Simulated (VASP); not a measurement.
**La2VO4: single point with r2SCAN+U**

La2VO4:

```
La V O
1.0
     0.00000    3.97108    0.00000
     3.97108    0.00000    0.00000
     1.98554    1.98554   -6.49705
La V O
2 1 4
Cartesian
  1.9855 1.9855 -1.7867
  3.9711 3.9711 -4.7104
  0.0000 0.0000 0.0000
  0.0000 1.9855 0.0000
  1.9855 0.0000 0.0000
  1.9855 1.9855 -4.1620
  3.9711 3.9711 -2.3350
```

```json
{
 "Program": "VASP 6.6.1",
 "Task": "single point",
 "Functional": "r2SCAN",
 "Potentials or basis": "VASP PAW PBE potentials, release 64 (La, V_sv, O)",
 "Cutoff": "520 eV",
 "k mesh": "5 × 5 × 5",
 "Occupations": "fermi-dirac, width 0.1 eV",
 "Spin": "no spin polarisation",
 "Hubbard terms": "La f U = 4.0 eV",
 "Dipole correction": "no",
 "Charge": "2",
 "Further INCAR settings": "ALGO = Normal; EDIFF = 1e-07; NBANDS = 38; NELECT = 57.0"
}
```

```yaml
Largest_force: 2.887 eV/Å
```

Forces in eV/Å, atoms in the order of the input:
```
La   0.000  0.000 -2.502
La   0.000  0.000  2.502
V    0.000  0.000  0.000
O    0.000  0.000  0.000
O    0.000  0.000  0.000
O    0.000  0.000 -2.887
O    0.000  0.000  2.887
```

Levels at points of the mesh, in eV from the Fermi level:
```csv
k point,band 25,band 26,band 27,band 28,band 29,band 30,band 31,band 32
"(0.00, 0.00, 0.00)",-1.97,-1.33,-1.25,-1.25,-0.74,-0.27,-0.27,1.17
```

Eigenvalues of the final occupation matrices:
```csv
site,spin,trace,eigenvalues
site 1 f,1,0.05,0.00 0.00 0.00 0.01 0.01 0.01 0.01
site 1 f,2,0.05,0.00 0.00 0.00 0.01 0.01 0.01 0.01
site 2 f,1,0.05,0.00 0.00 0.00 0.01 0.01 0.01 0.01
site 2 f,2,0.05,0.00 0.00 0.00 0.01 0.01 0.01 0.01
```

Wall time 9.1 min on 1 thread of Intel(R) Xeon(R) Platinum 8488C (Sapphire Rapids), on a shared host, peak memory 0.26 GiB.

Caveat: the cell carries a net charge on a neutralising background, which shifts energy and pressure; the cell is charged against a uniform background, so pressure and absolute levels hang on convention; the PAW data sets were made with another functional, which shifts forces and pressure a little; spin-orbit coupling is left out, which moves the levels of the heavy elements; an odd number of electrons without spin polarisation forces a metal; a magnetic or distorted state may lie lower; the run has no spin polarisation, though such a crystal can be magnetic; U without spin polarisation on a metal has little footing.
